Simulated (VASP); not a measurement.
InSe2, 6 atoms in the cell. It takes space group P4/nmm (No. 129, tetragonal). Conventional cell: a = 3.895 Å, b = 3.895 Å, c = 9.626 Å, α = 90.00°, β = 90.00°, γ = 90.00°. In (site symmetry 4mm) has 9 Se at 2.84 to 3.43 Å within 3.7 Å. Within 4.1 Å of Se (site symmetry 4mm) lie 5 In at 2.84 to 3.28 Å and 12 Se at 3.77 to 4.03 Å. Se (site symmetry -4m2) has 4 Se at 2.75 Å and 4 In at 3.43 Å within 3.6 Å. 

| Property | Result |
| --- | --- |
| Program | VASP 6.6.1 |
| Task | single point |
| Functional | PBE |
| Potentials or basis | VASP PAW PBE potentials, release 64 (In_d, Se) |
| Cutoff | 520 eV |
| k mesh | 4 × 4 × 1 |
| Occupations | gaussian, width 0.1 eV |
| Spin | no spin polarisation |
| Dipole correction | no |
| Further INCAR settings | ALGO = Normal; EDIFF = 1e-06; NBANDS = 34 |

Potentials or basis: VASP PAW PBE potentials, release 64 (In_d, Se).

Launch:

```sh
$ cat potpaw_PBE.64/In_d/POTCAR potpaw_PBE.64/Se/POTCAR > POTCAR
$ mpirun -np 1 vasp_std > vasp.out
```

Hardware: 1 thread of Intel Xeon 8259CL (shared host).

Estimate the wall time of this run.

Wall time 85 s on 1 thread of Intel Xeon 8259CL (shared host), peak memory 0.24 GiB. Counts: scf iterations 14, k points 6.
